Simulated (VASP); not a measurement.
# SiBr5 (P-43m) in VASP: a series of runs, part 2 of 2

VASP 6.6.1. The steps go on from the part before.

**3. Relaxation of cell and atoms, PBE**

This run uses another cell than the first one, of 29.58 Å³/atom.

Contents of INCAR:

```
PREC     = Accurate       # precision mode
ENCUT    = 600            # plane-wave cutoff, eV
EDIFF    = 1E-6           # SCF threshold, eV
ISMEAR   = 0              # smearing method
SIGMA    = 0.2            # smearing width, eV
LREAL    = False          # projectors in reciprocal space
LASPH    = True           # aspherical terms in the spheres
NELM     = 80             # most SCF steps
ALGO     = Normal         # electronic algorithm
ISIF     = 3              # what is computed and relaxed
LWAVE    = False          # write WAVECAR
LCHARG   = False          # write CHGCAR
GGA      = PE             # functional
IBRION   = 2              # ionic algorithm
NSW      = 36             # ionic steps
EDIFFG   = -0.08          # ionic threshold
```

Contents of KPOINTS:

```
Automatic mesh
0
Gamma
  3 3 3
```

Contents of POSCAR:

```
SiBr5
1.0
    5.6200000000      0.0000000000      0.0000000000
    0.0000000000      5.6200000000      0.0000000000
    0.0000000000      0.0000000000      5.6200000000
Si Br
1 5
Direct
    0.0000000000      0.0000000000      0.0000000000
    0.7740000000      0.7740000000      0.2260000000
    0.7740000000      0.2260000000      0.7740000000
    0.2260000000      0.7740000000      0.7740000000
    0.2260000000      0.2260000000      0.2260000000
    0.5000000000      0.5000000000      0.5000000000
```

Potentials or basis: VASP PAW PBE potentials, release 64 (Si, Br).

Started as:

```sh
cat potpaw_PBE.64/Si/POTCAR potpaw_PBE.64/Br/POTCAR > POTCAR
mpirun -np 1 vasp_std > vasp.out
```

OUTCAR:

```text
PREC = Accurate
   ENCUT = 600
   EDIFF = 1E-6
   ISMEAR = 0
   LREAL = False
   LASPH = True
   NELM = 80
   ISIF = 3
   GGA = PE
   IBRION = 2
   NSW = 36
   EDIFFG = -0.08

 ion  position               nearest neighbor table
   1  0.000  0.000  0.000-   2 2.20   3 2.20   4 2.20   5 2.20
   2  0.774  0.774  0.226-   1 2.20   6 2.67
   3  0.774  0.226  0.774-   1 2.20   6 2.67
   4  0.226  0.774  0.774-   1 2.20   6 2.67
   5  0.226  0.226  0.226-   1 2.20   6 2.67
   6  0.500  0.500  0.500-   2 2.67   3 2.67   4 2.67   5 2.67

  LATTYP: Found a simple cubic cell.
 ALAT       =     5.6200000000

  Lattice vectors:

 A1 = (   5.6200000000,   0.0000000000,   0.0000000000)
 A2 = (   0.0000000000,   5.6200000000,   0.0000000000)
 A3 = (   0.0000000000,   0.0000000000,   5.6200000000)

Analysis of symmetry for initial positions (statically):
=====================================================================
 Subroutine PRICEL returns:
 Original cell was already a primitive cell.

 Routine SETGRP: Setting up the symmetry group for a
 simple cubic supercell.

 Subroutine GETGRP returns: Found 24 space group operations
 (whereof 24 operations were pure point group operations)
 out of a pool of 48 trial point group operations.

The static configuration has the point symmetry T_d .

Analysis of symmetry for dynamics (positions and initial velocities):
=====================================================================
 Subroutine PRICEL returns:
 Original cell was already a primitive cell.

 Routine SETGRP: Setting up the symmetry group for a
 simple cubic supercell.

 Subroutine GETGRP returns: Found 24 space group operations
 (whereof 24 operations were pure point group operations)
 out of a pool of 48 trial point group operations.

The dynamic configuration has the point symmetry T_d .

 Subroutine INISYM returns: Found 24 space group operations
 (whereof 24 operations are pure point group operations),
 and found     1 'primitive' translations

----------------------------------------------------------------------------------------

                                     Primitive cell

  volume of cell :     177.5043

  direct lattice vectors                    reciprocal lattice vectors
     5.620000000  0.000000000  0.000000000     0.177935943  0.000000000  0.000000000
     0.000000000  5.620000000  0.000000000     0.000000000  0.177935943  0.000000000
     0.000000000  0.000000000  5.620000000     0.000000000  0.000000000  0.177935943

  length of vectors
     5.620000000  5.620000000  5.620000000     0.177935943  0.177935943  0.177935943

  position of ions in fractional coordinates (direct lattice)
     0.000000000  0.000000000  0.000000000
     0.774000000  0.774000000  0.226000000
     0.774000000  0.226000000  0.774000000
     0.226000000  0.774000000  0.774000000
     0.226000000  0.226000000  0.226000000
     0.500000000  0.500000000  0.500000000

  ion indices of the primitive-cell ions
   primitive index   ion index
                 1           1
                 2           2
                 3           3
                 4           4
                 5           5
                 6           6

----------------------------------------------------------------------------------------

 KPOINTS: Automatic mesh

Automatic generation of k-mesh.
 Grid dimensions read from file:
 generate k-points for:    3    3    3

 Generating k-lattice:

  Cartesian coordinates                     Fractional coordinates (reciprocal lattice)
     0.059311981  0.000000000  0.000000000     0.333333333  0.000000000  0.000000000
     0.000000000  0.059311981  0.000000000     0.000000000  0.333333333  0.000000000
     0.000000000  0.000000000  0.059311981     0.000000000  0.000000000  0.333333333

  Length of vectors
     0.059311981  0.059311981  0.059311981

  Shift w.r.t. Gamma in fractional coordinates (k-lattice)
     0.000000000  0.000000000  0.000000000

 Subroutine IBZKPT returns following result:
 ===========================================

 Found      4 irreducible k-points:

 Following reciprocal coordinates:
            Coordinates               Weight
  0.000000  0.000000  0.000000      1.000000
  0.333333  0.000000  0.000000      6.000000
  0.333333  0.333333  0.000000     12.000000
  0.333333  0.333333  0.333333      8.000000
   k-points           NKPTS =      4   k-points in BZ     NKDIM =      4   number of bands    NBANDS=     23
   number of dos      NEDOS =    301   number of ions     NIONS =      6
   total plane-waves  NPLWV = 110592
   dimension x,y,z NGX =    48 NGY =   48 NGZ =   48
   dimension x,y,z NGXF=    96 NGYF=   96 NGZF=   96
   ions per type =               1   5
   NGX,Y,Z   is equivalent  to a cutoff of  14.20, 14.20, 14.20 a.u.
   NGXF,Y,Z  is equivalent  to a cutoff of  28.40, 28.40, 28.40 a.u.
 SYSTEM =  unknown system
   PREC   = accura    normal or accurate (medium, high low for compatibility)
   ISTART =      0    job   : 0-new  1-cont  2-samecut
   ICHARG =      2    charge: 1-file 2-atom 10-const
   ISPIN  =      1    spin polarized calculation?
   LNONCOLLINEAR =      F non collinear calculations
   LSORBIT =      F    spin-orbit coupling
   LASPH  =      T    aspherical Exc in radial PAW
   ENCUT  =  600.0 eV  44.10 Ry    6.64 a.u.  11.22 11.22 11.22*2*pi/ulx,y,z
   NELM   =     80;   NELMIN=  2; NELMDL= -5     # of ELM steps
   EDIFF  = 0.1E-05   stopping-criterion for ELM
   LREAL  =      F    real-space projection
   EDIFFG = -.8E-01   stopping-criterion for IOM
   NSW    =     36    number of steps for IOM
   IBRION =      2    ionic relax: 0-MD 1-quasi-New 2-CG
   NFREE  =      1    steps in history (QN), initial steepest desc. (CG)
   ISIF   =      3    stress and relaxation
   ISYM   =      2    0-nonsym 1-usesym 2-fastsym
   POTIM  = 0.5000    time-step for ionic-motion
   TEBEG  =    0.0;   TEEND  =   0.0 temperature during run
   PSTRESS=    0.0 pullay stress
   NELECT =      39.0000    total number of electrons
   NUPDOWN=      -1.0000    fix difference up-down
   EMIN   =  10.00;   EMAX   =-10.00  energy-range for DOS
   EFERMI =   0.00;   METHOD = LEGACY
   ISMEAR =     0;   SIGMA  =   0.20  broadening in eV -4-tet -1-fermi 0-gaus
   EFERMI_NEDOS =   21; number of points for ismear=-14 and -15
   IALGO  =     38    algorithm
   IMIX   =      4    mixing-type and parameters
     AMIX     =   0.40;   BMIX     =  1.00
     AMIX_MAG =   1.60;   BMIX_MAG =  1.00
  volume/ion in A,a.u.               =      29.58       199.64
  Fermi-wavevector in a.u.,A,eV,Ry     =   0.987855  1.866776 13.277358  0.975858
  Thomas-Fermi vector in A             =   2.119340
   LORBIT       =      0    0 simple, 1 ext, 2 COOP (PROOUT), +10 PAW based schemes
   GGA     = PE    functional components
   LHFCALC =     F    Hartree Fock is set to
   AEXX    =    0.0000 exact exchange contribution
   IVDW    =     0    specifies the selected vdW correction
   LEPSILON=     F    determine dielectric tensor
   LRPA    =     F    only Hartree local field effects (RPA)
 conjugate gradient relaxation of ions
 non-spin polarized calculation
 Gauss-broadening in eV      SIGMA  =   0.20
  energy-cutoff  :      600.00
  volume of cell :      177.50
 maximum number of plane-waves:      5960
 NGX is ok and might be reduce to    48
   NGX = 23   NGY = 23   NGZ = 23

--------------------------------------- Ionic step        1  -------------------------------------------

 number of electron      39.0000001 magnetization

 Free energy of the ion-electron system (eV)
  ---------------------------------------------------
  ext. energy  EPLUGINS =         0.00000000
  ---------------------------------------------------
  free energy    TOTEN  =       -14.93142750 eV

  energy without entropy =      -14.78778388  energy(sigma->0) =      -14.85960569

 E-fermi :   1.0190     XC(G=0):  -8.1573

 val. band max:        1.0054467230   @ k =   0.3333   0.3333   0.0000
 cond. band min:       4.9468457338   @ k =   0.0000   0.0000   0.0000
 fundamental gap:      3.9413990108
 Fermi energy:         1.0190450285

 k-point     1 :       0.0000    0.0000    0.0000
  band No.  band energies     occupation
      1     -14.9759      2.00000
      2     -13.5490      2.00000
      3     -13.5490      2.00000
      4     -13.5490      2.00000
      5     -12.9772      2.00000
      6      -6.0580      2.00000
[... 410 lines left out ...]
  energy  without entropy=      -16.3921762670  energy(sigma->0) =      -16.48073670

--------------------------------------- Ionic step        9  -------------------------------------------

 number of electron      38.9999982 magnetization

 Free energy of the ion-electron system (eV)
  ---------------------------------------------------
  ext. energy  EPLUGINS =         0.00000000
  ---------------------------------------------------
  free energy    TOTEN  =       -16.58495346 eV

  energy without entropy =      -16.40318218  energy(sigma->0) =      -16.49406782

 E-fermi :  -2.3809     XC(G=0):  -6.4367

 val. band max:       -2.4473389990   @ k =   0.3333   0.3333   0.0000
 cond. band min:       1.5732566764   @ k =   0.0000   0.0000   0.0000
 fundamental gap:      4.0205956754
 Fermi energy:        -2.3809450171

 k-point     1 :       0.0000    0.0000    0.0000
  band No.  band energies     occupation
      1     -16.8631      2.00000
      2     -15.9521      2.00000
      3     -15.9521      2.00000
      4     -15.9521      2.00000
      5     -14.9899      2.00000
      6      -8.9398      2.00000
[... 126 lines left out ...]
  FREE ENERGIE OF THE ION-ELECTRON SYSTEM (eV)
  ---------------------------------------------------
  free  energy   TOTEN  =       -16.5849534628 eV

  energy  without entropy=      -16.4031821751  energy(sigma->0) =      -16.49406782

 reached required accuracy - stopping structural energy minimisation
```

It took 9.9 min on 1 thread of Intel Xeon 8259CL, shared host; peak memory 0.33 GiB.

Results:

| Property | Result |
| --- | --- |
| Free energy | -16.5850 eV |
| Relaxed volume | 44.62 Å³/atom |
| Relaxed cell | a = 6.445 Å, b = 6.445 Å, c = 6.445 Å, α = 90.00°, β = 90.00°, γ = 90.00° |
| Space group after relaxing (to 0.1 Å) | P-43m (No. 215) |
| Energy gained by relaxing | 275.6 meV/atom |
| Ionic steps | 9 |
| Pressure after relaxing | 0.1 GPa |
| Largest force after relaxing | 0.013 eV/Å |
| Band gap on the k mesh | zero (an odd number of electrons rules out a gap without spin polarisation) |

Forces on the atoms (eV/Å):
```
Si   0.000  0.000  0.000
Br  -0.008 -0.008  0.008
Br  -0.008  0.008 -0.008
Br   0.008 -0.008 -0.008
Br   0.008  0.008  0.008
Br   0.000  0.000  0.000
```

The path:
| step | energy change (eV) | largest force (eV/Å) | pressure (GPa) | volume (Å³) |
| --- | --- | --- | --- | --- |
| 1 | 0.0000 | 0.6688 | 9.12 | 177.50 |
| 2 | -1.0854 | 1.3677 | -0.72 | 224.38 |
| 3 | -1.0861 | 1.3440 | -0.50 | 222.38 |
| 4 | -1.3800 | 0.8036 | 0.09 | 226.22 |
| 5 | -1.5311 | 0.1103 | 1.47 | 231.08 |
| 6 | -1.6216 | 0.1105 | 0.29 | 248.50 |
| 7 | -1.6360 | 0.3308 | -0.51 | 266.23 |
| 8 | -1.6379 | 0.2715 | -0.33 | 261.58 |
| 9 | -1.6535 | 0.0131 | 0.09 | 267.74 |

Final structure:
```yaml
crystal:
  lattice:
    - [6.44520, 0.00000, 0.00000]
    - [0.00000, 6.44520, 0.00000]
    - [0.00000, 0.00000, 6.44520]
  atoms:
    - { symbol: Si, position: [0.00000, 0.00000, 0.00000] }
    - { symbol: Br, position: [0.80099, 0.80099, 0.19901] }
    - { symbol: Br, position: [0.80099, 0.19901, 0.80099] }
    - { symbol: Br, position: [0.19901, 0.80099, 0.80099] }
    - { symbol: Br, position: [0.19901, 0.19901, 0.19901] }
    - { symbol: Br, position: [0.50000, 0.50000, 0.50000] }
```

Caveat: the k points lie up to 0.32 Å⁻¹ apart in the final cell, too coarse for converged energies and pressures of a metal; the volume moved by over 15 % at a fixed basis, so the end points are rough; an odd number of electrons without spin polarisation forces a metal; a magnetic or distorted state may lie lower.
